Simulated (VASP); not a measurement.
Input of a VASP 6.6.1 run:

File POSCAR:

```
KI
1.0
    0.0000000000      3.5442832400      3.5442832400
    3.4964354162      0.0000000000      3.5442832400
    3.4964354162      3.5442832400      0.0000000000
K I
1 1
Direct
    0.0000000000      0.0000000000      0.0000000000
    0.5000000000      0.5000000000      0.5000000000
```

Contents of INCAR.step1:

```
SYSTEM = KI
ALGO = Normal ; EDIFF = 1E-5
ENCUT = 520 ; GGA = PE
ISIF = 2 ; ISMEAR = 0
LASPH = .TRUE. ; LCHARG = .FALSE.
LREAL = .FALSE. ; LWAVE = .TRUE.
NBANDS = 15 ; NELM = 60
PREC = Accurate ; SIGMA = 0.01
```

Contents of INCAR.step2:

```
SYSTEM = KI
ALGO = Normal ; EDIFF = 1E-6
ENCUT = 520 ; GGA = PE
HFSCREEN = 0.2079 ; ISIF = 2
ISMEAR = 0 ; ISTART = 1
LASPH = .TRUE. ; LCHARG = .FALSE.
LHFCALC = .TRUE. ; LREAL = .FALSE.
LWAVE = .FALSE. ; NBANDS = 15
NELM = 60 ; PREC = Accurate
PRECFOCK = Normal ; SIGMA = 0.01
```

The input KPOINTS:

```
k-points
0
G
  4 4 4
  0 0 0
```

Potentials or basis: VASP PAW PBE potentials, release 64 (K_sv, I).

The run is started by

```bash
$ cat potpaw_PBE.64/K_sv/POTCAR potpaw_PBE.64/I/POTCAR > POTCAR
$ cp INCAR.step1 INCAR
$ mpirun -np 1 vasp_std > vasp.out
$ cp INCAR.step2 INCAR
$ mpirun -np 1 vasp_std > vasp.out
```

Question: Predict the band gap on the k mesh.

Answer: 4.96 eV.

Question: What does it give for the pressure?

Answer: 0.5 GPa.

Stress tensor (GPa, compression positive):
```
0.72 0.00 0.00
0.00 0.34 0.00
0.00 0.00 0.34
```

Caveat: the cell differs from its parent crystal (uniaxial x strain -1.4%); the PAW data sets were made with another functional, which shifts forces and pressure a little; spin-orbit coupling is left out, which moves the levels of the heavy elements.
